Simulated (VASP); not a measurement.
# Na3Sb2 (R-3c) in VASP: notebook

Runs on Na3Sb2. Level: PBE. Tasks: single point.

Program: VASP 6.6.1. These are calculated values, not measurements. Logs are shortened: lines on timing, memory, paths and dates and some standing lists are left out, and cuts for length are marked.

## (1) The cell of the first run

It takes space group R-3c (No. 167, trigonal). Conventional cell: a = 6.728 Å, b = 6.728 Å, c = 18.368 Å, α = 90.00°, β = 90.00°, γ = 120.00°. Na (site symmetry 2) has 4 Sb at 2.62 to 2.79 Å within 3.5 Å. Sb (site symmetry 3) has 6 Na at 2.62 to 2.79 Å within 3.5 Å.

## (2) Single point, PBE

The input, INCAR:

```
PREC = Accurate
ENCUT = 520
EDIFF = 1E-6
ISMEAR = 0
SIGMA = 0.1
LREAL = False
LASPH = True
NELM = 100
ALGO = Normal
ISIF = 2
LWAVE = False
LCHARG = False
GGA = PE
NBANDS = 42
```

The input, KPOINTS:

```
regular mesh
0
Gamma
  3 3 3
```

The input, POSCAR:

```
Na3Sb2
1.0
    3.3639038426      1.9421507890      6.1228101529
   -3.3639038426      1.9421507890      6.1228101529
    0.0000000000     -3.8843015782      6.1228101529
Na Sb
6 4
Direct
    0.0562500000      0.4437500000      0.7500000000
    0.7500000000      0.0562500000      0.4437500000
    0.4437500000      0.7500000000      0.0562500000
    0.9437500000      0.5562500000      0.2500000000
    0.2500000000      0.9437500000      0.5562500000
    0.5562500000      0.2500000000      0.9437500000
    0.8521800000      0.8521800000      0.8521800000
    0.6478200000      0.6478200000      0.6478200000
    0.1478200000      0.1478200000      0.1478200000
    0.3521800000      0.3521800000      0.3521800000
```

Potentials or basis: VASP PAW PBE potentials, release 64 (Na_pv, Sb).

Launch:

```console
$ cat potpaw_PBE.64/Na_pv/POTCAR potpaw_PBE.64/Sb/POTCAR > POTCAR
$ mpirun -np 1 vasp_std > vasp.out
```

OUTCAR:

```text
PREC = Accurate
   ENCUT = 520
   EDIFF = 1E-6
   ISMEAR = 0
   LREAL = False
   LASPH = True
   NELM = 100
   ISIF = 2
   GGA = PE

 ion  position               nearest neighbor table
   1  0.056  0.444  0.750-   9 2.62  10 2.62   7 2.79   8 2.79
   2  0.750  0.056  0.444-  10 2.62   9 2.62   8 2.79   7 2.79
   3  0.444  0.750  0.056-   9 2.62  10 2.62   7 2.79   8 2.79
   4  0.944  0.556  0.250-   7 2.62   8 2.62   9 2.79  10 2.79
   5  0.250  0.944  0.556-   8 2.62   7 2.62  10 2.79   9 2.79
   6  0.556  0.250  0.944-   7 2.62   8 2.62   9 2.79  10 2.79
   7  0.852  0.852  0.852-   6 2.62   5 2.62   4 2.62   3 2.79   1 2.79   2 2.79   8 3.75
   8  0.648  0.648  0.648-   5 2.62   6 2.62   4 2.62   2 2.79   1 2.79   3 2.79   7 3.75
   9  0.148  0.148  0.148-   3 2.62   2 2.62   1 2.62   6 2.79   4 2.79   5 2.79  10 3.75
  10  0.352  0.352  0.352-   2 2.62   3 2.62   1 2.62   5 2.79   4 2.79   6 2.79   9 3.75

  LATTYP: Found a trigonal (rhomboedric) cell.
 ALAT       =     7.2509725498
 COS(alpha) =     0.5695481095

  Lattice vectors:

 A1 = (   3.3639038426,   1.9421507890,   6.1228101529)
 A2 = (  -3.3639038426,   1.9421507890,   6.1228101529)
 A3 = (   0.0000000000,  -3.8843015782,   6.1228101529)

Analysis of symmetry for initial positions (statically):
=====================================================================
 Subroutine PRICEL returns:
 Original cell was already a primitive cell.

 Routine SETGRP: Setting up the symmetry group for a
 trigonal (rhombohedral) supercell.

 Subroutine GETGRP returns: Found 12 space group operations
 (whereof  6 operations were pure point group operations)
 out of a pool of 12 trial point group operations.

The static configuration has the point symmetry S_6 .
 The point group associated with its full space group is D_3d.

Analysis of symmetry for dynamics (positions and initial velocities):
=====================================================================
 Subroutine PRICEL returns:
 Original cell was already a primitive cell.

 Routine SETGRP: Setting up the symmetry group for a
 trigonal (rhombohedral) supercell.

 Subroutine GETGRP returns: Found 12 space group operations
 (whereof  6 operations were pure point group operations)
 out of a pool of 12 trial point group operations.

The dynamic configuration has the point symmetry S_6 .
 The point group associated with its full space group is D_3d.

 Subroutine INISYM returns: Found 12 space group operations
 (whereof  6 operations are pure point group operations),
 and found     1 'primitive' translations

----------------------------------------------------------------------------------------

                                     Primitive cell

  volume of cell :     240.0096

  direct lattice vectors                    reciprocal lattice vectors
     3.363903843  1.942150789  6.122810153     0.148636829  0.085815513  0.054441233
    -3.363903843  1.942150789  6.122810153    -0.148636829  0.085815513  0.054441233
     0.000000000 -3.884301578  6.122810153     0.000000000 -0.171631026  0.054441233

  length of vectors
     7.250972550  7.250972550  7.250972550     0.180058482  0.180058482  0.180058482

  position of ions in fractional coordinates (direct lattice)
     0.056250000  0.443750000  0.750000000
     0.750000000  0.056250000  0.443750000
     0.443750000  0.750000000  0.056250000
     0.943750000  0.556250000  0.250000000
     0.250000000  0.943750000  0.556250000
     0.556250000  0.250000000  0.943750000
     0.852180000  0.852180000  0.852180000
     0.647820000  0.647820000  0.647820000
     0.147820000  0.147820000  0.147820000
     0.352180000  0.352180000  0.352180000

  ion indices of the primitive-cell ions
   primitive index   ion index
                 1           1
                 2           2
                 3           3
                 4           4
                 5           5
                 6           6
                 7           7
                 8           8
                 9           9
                10          10

----------------------------------------------------------------------------------------

 KPOINTS: regular mesh

Automatic generation of k-mesh.
 Grid dimensions read from file:
 generate k-points for:    3    3    3

 Generating k-lattice:

  Cartesian coordinates                     Fractional coordinates (reciprocal lattice)
     0.049545610  0.028605171  0.018147078     0.333333333 -0.000000000  0.000000000
    -0.049545610  0.028605171  0.018147078    -0.000000000  0.333333333  0.000000000
     0.000000000 -0.057210342  0.018147078     0.000000000  0.000000000  0.333333333

  Length of vectors
     0.060019494  0.060019494  0.060019494

  Shift w.r.t. Gamma in fractional coordinates (k-lattice)
     0.000000000  0.000000000  0.000000000

 Subroutine IBZKPT returns following result:
 ===========================================

 Found      6 irreducible k-points:

 Following reciprocal coordinates:
            Coordinates               Weight
  0.000000  0.000000  0.000000      1.000000
  0.333333  0.000000  0.000000      6.000000
  0.333333  0.333333  0.000000      6.000000
 -0.333333  0.333333  0.000000      6.000000
  0.333333  0.333333  0.333333      2.000000
 -0.333333  0.333333  0.333333      6.000000
   k-points           NKPTS =      6   k-points in BZ     NKDIM =      6   number of bands    NBANDS=     42
   number of dos      NEDOS =    301   number of ions     NIONS =     10
   total plane-waves  NPLWV = 157464
   dimension x,y,z NGX =    54 NGY =   54 NGZ =   54
   dimension x,y,z NGXF=   108 NGYF=  108 NGZF=  108
   ions per type =               6   4
   NGX,Y,Z   is equivalent  to a cutoff of  12.38, 12.38, 12.38 a.u.
   NGXF,Y,Z  is equivalent  to a cutoff of  24.76, 24.76, 24.76 a.u.
 SYSTEM =  unknown system
   PREC   = accura    normal or accurate (medium, high low for compatibility)
   ISTART =      0    job   : 0-new  1-cont  2-samecut
   ICHARG =      2    charge: 1-file 2-atom 10-const
   ISPIN  =      1    spin polarized calculation?
   LNONCOLLINEAR =      F non collinear calculations
   LSORBIT =      F    spin-orbit coupling
   LASPH  =      T    aspherical Exc in radial PAW
   ENCUT  =  520.0 eV  38.22 Ry    6.18 a.u.  13.48 13.48 13.48*2*pi/ulx,y,z
   NELM   =    100;   NELMIN=  2; NELMDL= -5     # of ELM steps
   EDIFF  = 0.1E-05   stopping-criterion for ELM
   LREAL  =      F    real-space projection
   EDIFFG = 0.1E-04   stopping-criterion for IOM
   NSW    =      0    number of steps for IOM
   IBRION =     -1    ionic relax: 0-MD 1-quasi-New 2-CG
   NFREE  =      0    steps in history (QN), initial steepest desc. (CG)
   ISIF   =      2    stress and relaxation
   ISYM   =      2    0-nonsym 1-usesym 2-fastsym
   POTIM  = 0.5000    time-step for ionic-motion
   TEBEG  =    0.0;   TEEND  =   0.0 temperature during run
   PSTRESS=    0.0 pullay stress
   NELECT =      62.0000    total number of electrons
   NUPDOWN=      -1.0000    fix difference up-down
   EMIN   =  10.00;   EMAX   =-10.00  energy-range for DOS
   EFERMI =   0.00;   METHOD = LEGACY
   ISMEAR =     0;   SIGMA  =   0.10  broadening in eV -4-tet -1-fermi 0-gaus
   EFERMI_NEDOS =   21; number of points for ismear=-14 and -15
   IALGO  =     38    algorithm
   IMIX   =      4    mixing-type and parameters
     AMIX     =   0.40;   BMIX     =  1.00
     AMIX_MAG =   1.60;   BMIX_MAG =  1.00
  volume/ion in A,a.u.               =      24.00       161.97
  Fermi-wavevector in a.u.,A,eV,Ry     =   1.042628  1.970280 14.790516  1.087072
  Thomas-Fermi vector in A             =   2.177301
   LORBIT       =      0    0 simple, 1 ext, 2 COOP (PROOUT), +10 PAW based schemes
   GGA     = PE    functional components
   LHFCALC =     F    Hartree Fock is set to
   AEXX    =    0.0000 exact exchange contribution
   IVDW    =     0    specifies the selected vdW correction
   LEPSILON=     F    determine dielectric tensor
   LRPA    =     F    only Hartree local field effects (RPA)
 non-spin polarized calculation
 Gauss-broadening in eV      SIGMA  =   0.10
  energy-cutoff  :      520.00
  volume of cell :      240.01
 maximum number of plane-waves:      6539
 NGX is ok and might be reduce to    54
   NGX = 27   NGY = 27   NGZ = 27

 number of electron      62.0000027 magnetization

 Free energy of the ion-electron system (eV)
  ---------------------------------------------------
  ext. energy  EPLUGINS =         0.00000000
  ---------------------------------------------------
  free energy    TOTEN  =       -19.20387179 eV

  energy without entropy =      -19.14207519  energy(sigma->0) =      -19.17297349

 E-fermi :   4.0094     XC(G=0):  -8.7899

 val. band max:        4.0000790088   @ k =  -0.3333   0.3333   0.0000
 cond. band min:       4.0168703654   @ k =   0.3333   0.3333   0.0000
 fundamental gap:      0.0167913566
 Fermi energy:         4.0093856147

 k-point     1 :       0.0000    0.0000    0.0000
  band No.  band energies     occupation
      1     -19.7412      2.00000
      2     -19.7244      2.00000
      3     -19.7244      2.00000
      4     -19.7060      2.00000
      5     -19.7059      2.00000
      6     -19.6959      2.00000
[... 34 lines left out ...]
     41      10.6701      0.00000
     42      10.7336      0.00000

 k-point     2 :       0.3333    0.0000    0.0000
  band No.  band energies     occupation
      1     -19.7357      2.00000
      2     -19.7300      2.00000
      3     -19.7229      2.00000
      4     -19.7053      2.00000
      5     -19.6996      2.00000
      6     -19.6977      2.00000
[... 34 lines left out ...]
     41       9.9576      0.00000
     42      10.0573      0.00000

 k-point     3 :       0.3333    0.3333    0.0000
  band No.  band energies     occupation
      1     -19.7327      2.00000
      2     -19.7268      2.00000
      3     -19.7232      2.00000
      4     -19.7040      2.00000
      5     -19.7033      2.00000
      6     -19.6991      2.00000
[... 34 lines left out ...]
     41       9.4228      0.00000
     42      10.2919      0.00000

 k-point     4 :      -0.3333    0.3333    0.0000
  band No.  band energies     occupation
      1     -19.7309      2.00000
      2     -19.7265      2.00000
      3     -19.7205      2.00000
      4     -19.7135      2.00000
      5     -19.6997      2.00000
      6     -19.6968      2.00000
[... 34 lines left out ...]
     41       9.6028      0.00000
     42      10.0661      0.00000

 k-point     5 :       0.3333    0.3333    0.3333
  band No.  band energies     occupation
      1     -19.7323      2.00000
      2     -19.7173      2.00000
      3     -19.7173      2.00000
      4     -19.7154      2.00000
      5     -19.7029      2.00000
      6     -19.7029      2.00000
[... 34 lines left out ...]
     41       9.9877      0.00000
     42       9.9877      0.00000

 k-point     6 :      -0.3333    0.3333    0.3333
  band No.  band energies     occupation
      1     -19.7277      2.00000
      2     -19.7263      2.00000
      3     -19.7192      2.00000
      4     -19.7100      2.00000
      5     -19.7064      2.00000
      6     -19.7010      2.00000
[... 34 lines left out ...]
     41       9.0027      0.00000
     42       9.6115      0.00000

------------------------ aborting loop because EDIFF is reached ----------------------------------------

  FORCE on cell =-STRESS in cart. coord.  units (eV):
  Direction    XX          YY          ZZ          XY          YZ          ZX
  --------------------------------------------------------------------------------------
  -------------------------------------------------------------------------------------
  Total       26.7558975     26.7558975     22.3792160      0.0000000     -0.0000000      0.0000000
  in kB      178.6082614    178.6082614    149.3918438      0.0000000     -0.0000000      0.0000000
  external PRESSURE =     168.8694556 kB  Pullay stress =       0.0000000 kB

 VOLUME and BASIS-vectors are now :
 -----------------------------------------------------------------------------
  energy-cutoff  :      520.00
  volume of cell :      240.01
      direct lattice vectors                 reciprocal lattice vectors
     3.363903843  1.942150789  6.122810153     0.148636829  0.085815513  0.054441233
    -3.363903843  1.942150789  6.122810153    -0.148636829  0.085815513  0.054441233
     0.000000000 -3.884301578  6.122810153     0.000000000 -0.171631026  0.054441233

 POSITION                                       TOTAL-FORCE (eV/Angst)
 -----------------------------------------------------------------------------------
     -1.30351     -1.94215      7.65351        -0.215568      0.000000     -0.000000
      2.33371     -0.15780      7.65351         0.107784     -0.186688     -0.000000
     -1.03020      2.09995      7.65351         0.107784      0.186688     -0.000000
      1.30351      1.94215     10.71492         0.215568     -0.000000     -0.000000
     -2.33371      0.15780     10.71492        -0.107784      0.186688     -0.000000
      1.03020     -2.09995     10.71492        -0.107784     -0.186688     -0.000000
      0.00000     -0.00000     15.65321         0.000000      0.000000     -0.593765
      0.00000     -0.00000     11.89944         0.000000     -0.000000      0.593765
      0.00000     -0.00000      2.71522         0.000000     -0.000000      0.593765
      0.00000     -0.00000      6.46899         0.000000      0.000000     -0.593765
 -----------------------------------------------------------------------------------
    total drift:                                0.000000     -0.000000      0.000000

  FREE ENERGIE OF THE ION-ELECTRON SYSTEM (eV)
  ---------------------------------------------------
  free  energy   TOTEN  =       -19.2038717851 eV

  energy  without entropy=      -19.1420751925  energy(sigma->0) =      -19.17297349
```

It took 59 s on 1 thread of Intel Xeon Platinum 8488C (Sapphire Rapids), shared host; peak memory 0.4 GiB.

Results:

| Quantity | Value |
| --- | --- |
| Free energy | -19.2039 eV |
| Pressure | 16.9 GPa |
| Largest force | 0.594 eV/Å |
| Band gap on the k mesh | zero (band 31 reaches 4.02 eV, above the bottom of band 32 at 3.94 eV) |

Forces on the atoms (eV/Å):
```
Na  -0.216  0.000  0.000
Na   0.108 -0.187  0.000
Na   0.108  0.187  0.000
Na   0.216  0.000  0.000
Na  -0.108  0.187  0.000
Na  -0.108 -0.187  0.000
Sb   0.000  0.000 -0.594
Sb   0.000  0.000  0.594
Sb   0.000  0.000  0.594
Sb   0.000  0.000 -0.594
```

Caveat: the k points lie up to 0.38 Å⁻¹ apart; spin-orbit coupling is left out, which moves the levels of the heavy elements.

## (3) Single point, PBE

This run uses another cell than the first one, of 30.86 Å³/atom, 1.286 times its volume.

The input, INCAR:

```
PREC     = Accurate       # precision mode
ENCUT    = 520            # plane-wave cutoff, eV
EDIFF    = 1E-6           # SCF threshold, eV
ISMEAR   = 0              # smearing method
SIGMA    = 0.1            # smearing width, eV
LREAL    = F              # projectors in reciprocal space
LASPH    = T              # aspherical terms in the spheres
NELM     = 60             # most SCF steps
ALGO     = Normal         # electronic algorithm
ISIF     = 2              # what is computed and relaxed
LWAVE    = F              # write WAVECAR
LCHARG   = F              # write CHGCAR
GGA      = PE             # functional
NBANDS   = 42             # bands
```

The input, KPOINTS:

```
Automatic mesh
0
Gamma
  3 3 3
```

The input, POSCAR:

```
Na3Sb2
1.0
    4.5541001173      2.6293109286      4.2950829298
   -4.5541001173      2.6293109286      4.2950829298
    0.0000000000     -5.2586218573      4.2950829297
Na Sb
6 4
Direct
    0.0720049945      0.4279950055      0.7500000000
    0.7500000000      0.0720049945      0.4279950055
    0.4279950055      0.7500000000      0.0720049945
    0.9279950055      0.5720049945      0.2500000000
    0.2500000000      0.9279950055      0.5720049945
    0.5720049945      0.2500000000      0.9279950055
    0.8628916100      0.8628916100      0.8628916100
    0.6371083900      0.6371083900      0.6371083900
    0.1371083900      0.1371083900      0.1371083900
    0.3628916100      0.3628916100      0.3628916100
```

Potentials or basis: VASP PAW PBE potentials, release 64 (Na_pv, Sb).

Launch:

```console
$ cat potpaw_PBE.64/Na_pv/POTCAR potpaw_PBE.64/Sb/POTCAR > POTCAR
$ mpirun -np 1 vasp_std > vasp.out
```

It took 50 s on 1 thread of Intel Xeon Platinum 8488C (Sapphire Rapids), shared host; peak memory 0.36 GiB.

It converged, with:

```
Free energy            : -27.3599 eV
Pressure               : 0.2 GPa
Largest force          : 0.025 eV/Å
Band gap on the k mesh : zero (band 31 reaches 2.71 eV, above the bottom of band 32 at 2.30 eV)
```

Forces on the atoms (eV/Å):
```
Na   0.007  0.000  0.000
Na  -0.004  0.006  0.000
Na  -0.004 -0.006  0.000
Na  -0.007  0.000  0.000
Na   0.004 -0.006  0.000
Na   0.004  0.006  0.000
Sb   0.000  0.000  0.025
Sb   0.000  0.000 -0.025
Sb   0.000  0.000 -0.025
Sb   0.000  0.000  0.025
```

Stress tensor (GPa, compression positive):
```
0.23 0.00 0.00
0.00 0.23 0.00
0.00 0.00 0.04
```

Levels at points of the mesh, in eV from the Fermi level:
```
           k point  band 29  band 30  band 31  band 32  band 33  band 34
(0.00, 0.00, 0.00)    -1.31    -0.56    -0.24    -0.24     0.77     0.88
```

Caveat: spin-orbit coupling is left out, which moves the levels of the heavy elements.
